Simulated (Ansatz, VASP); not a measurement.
## SnTe in VASP and in Ansatz

```xyz
2
Lattice="0.0000 3.1565 3.0934 3.1565 0.0000 3.0934 3.1565 3.1565 0.0000" Properties=species:S:1:pos:R:3 pbc="T T T"
Sn    0.0000    0.0000    0.0000
Te    3.1565    3.1565    3.0934
```

Change from the starting cell: zz strain of -2 %, crystal datasets.

Alike in both runs: task electric field gradients; functional LDA; k mesh 11 × 11 × 11; occupations fermi-dirac, width 0.08 eV; no spin polarisation.

|  | VASP | Ansatz |
| --- | --- | --- |
| version | VASP 6.6.1 | Ansatz 0.2.0 |
| potentials or method | VASP PAW LDA potentials, release 64 (Sn_d, Te), cutoff 520 eV | all-electron PAW with datasets made for the crystal, scalar-relativistic |

|  | VASP | Ansatz | Ansatz less VASP |
| --- | --- | --- | --- |
| pressure (GPa) | -0.7 | -0.7 | -0.04 |
| traceless stress, the component that is largest in VASP (GPa) | 1.87 | 1.86 | -0.014 |
| size of Vzz on the site where it differs most (V/Å²) | 9.1 | 8.1 | -1.07 |

LDA's correlation is that of Perdew and Zunger in VASP and of Perdew and Wang (1992) in Ansatz. Ansatz ran all-electron here, and VASP with PAW potentials.

Neither program's run includes spin-orbit coupling.
